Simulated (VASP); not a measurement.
Write the native input for VASP 6.6.1 that does the following.

* Task: single point
* Functional: r2SCAN0
* Dispersion: D3(BJ)
* Potentials or basis: VASP PAW PBE potentials, release 64 (S, Mg)
* Cutoff: 520 eV
* k mesh: 5 × 5 × 5
* Occupations: gaussian, width 0.01 eV
* Spin: no spin polarisation
* Dipole correction: no
* Grid for exact exchange (PRECFOCK): Normal
* Further INCAR settings: ALGO = Normal; EDIFF = 1e-06; NBANDS = 11
* Share of exact exchange: 0.25

Crystal: MgS.

```xyz
2
Lattice="0.0000 2.6016 2.6016 2.6016 0.0000 2.6016 2.6016 2.6016 0.0000" Properties=species:S:1:pos:R:3 pbc="T T T"
S     2.6016    2.6016    2.6016
Mg    0.0000    0.0000    0.0000
```

The input as run:

POSCAR

```
MgS
1.0
    0.0000000000      2.6016500000      2.6016500000
    2.6016500000      0.0000000000      2.6016500000
    2.6016500000      2.6016500000      0.0000000000
S Mg
1 1
Direct
    0.5000000000      0.5000000000      0.5000000000
    0.0000000000      0.0000000000      0.0000000000
```

INCAR.step1

```
ALGO = Normal
EDIFF = 1E-5
ENCUT = 520
GGA = PE
ISIF = 2
ISMEAR = 0
LASPH = T
LCHARG = F
LREAL = F
LWAVE = T
NBANDS = 11
NELM = 100
PREC = Accurate
SIGMA = 0.01
```

INCAR.step2

```
AEXX = 0.25
ALGO = Normal
EDIFF = 1E-6
ENCUT = 520
ISIF = 2
ISMEAR = 0
ISTART = 1
IVDW = 12
LASPH = T
LCHARG = F
LHFCALC = T
LMIXTAU = T
LREAL = F
LWAVE = F
METAGGA = R2SCAN
NBANDS = 11
NELM = 100
PREC = Accurate
PRECFOCK = Normal
SIGMA = 0.01
VDW_A1 = 0.4534
VDW_A2 = 5.8972
VDW_S6 = 1.0
VDW_S8 = 1.1846
```

KPOINTS

```
k-points
0
Gamma
  5 5 5
```

Potentials or basis: VASP PAW PBE potentials, release 64 (S, Mg).

Command:

```console
$ cat potpaw_PBE.64/S/POTCAR potpaw_PBE.64/Mg/POTCAR > POTCAR
$ cp INCAR.step1 INCAR
$ mpirun -np 1 vasp_std > vasp.out
$ cp INCAR.step2 INCAR
$ mpirun -np 1 vasp_std > vasp.out
```

It gave:

```yaml
Pressure: -3.2 GPa
Band_gap_on_the_k_mesh: 5.36 eV (least direct gap 6.08 eV)
Dispersion_energy_per_atom: -0.206 eV
```

Caveat: the cell stands under tension; the PAW data sets were made with another functional, which shifts forces and pressure a little; an odd mesh through Γ misses points on the zone boundary, where band edges can lie.

Run time: 3.8 min on 1 thread of AMD EPYC 9R45 (Zen 5), with other jobs on the host, peak memory 0.14 GiB.
